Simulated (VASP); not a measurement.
Here is a VASP 6.6.1 calculation.

INCAR

```
SYSTEM = Ta2Ga
PREC = Accurate ; ENCUT = 520
EDIFF = 1E-6 ; ISMEAR = 0
SIGMA = 0.1 ; LREAL = .False.
LASPH = .True. ; NELM = 60
ALGO = Normal ; ISIF = 2
LWAVE = .False. ; LCHARG = .False.
GGA = PE ; NBANDS = 44
```

KPOINTS

```
Automatic mesh
0
Gamma
  4 4 4
  0 0 0
```

POSCAR

```
Ta2Ga
1.0
    0.0000000000      3.7175072942      3.7175072942
    3.7175072942      0.0000000000      3.7175072942
    3.7175072942      3.7175072942      0.0000000000
Ta Ga
4 2
Direct
    0.6250000000      0.6250000000      0.6250000000
    0.1250000000      0.6250000000      0.6250000000
    0.6250000000      0.6250000000      0.1250000000
    0.6250000000      0.1250000000      0.6250000000
    0.0000000000      0.0000000000      0.0000000000
    0.2500000000      0.2500000000      0.2500000000
```

Potentials or basis: VASP PAW PBE potentials, release 64 (Ta_pv, Ga_d).

Command:

```sh
$ cat potpaw_PBE.64/Ta_pv/POTCAR potpaw_PBE.64/Ga_d/POTCAR > POTCAR
$ mpirun -np 1 vasp_std > vasp.out
```

(1) What does it give for the pressure?

(2) What does it give for the band gap on the k mesh?

Results:

(1) 21.2 GPa.

(2) zero (band 35 reaches 6.70 eV, above the bottom of band 36 at 6.17 eV).

Caveat: the k points lie up to 0.37 Å⁻¹ apart; spin-orbit coupling is left out, which moves the levels of the heavy elements.
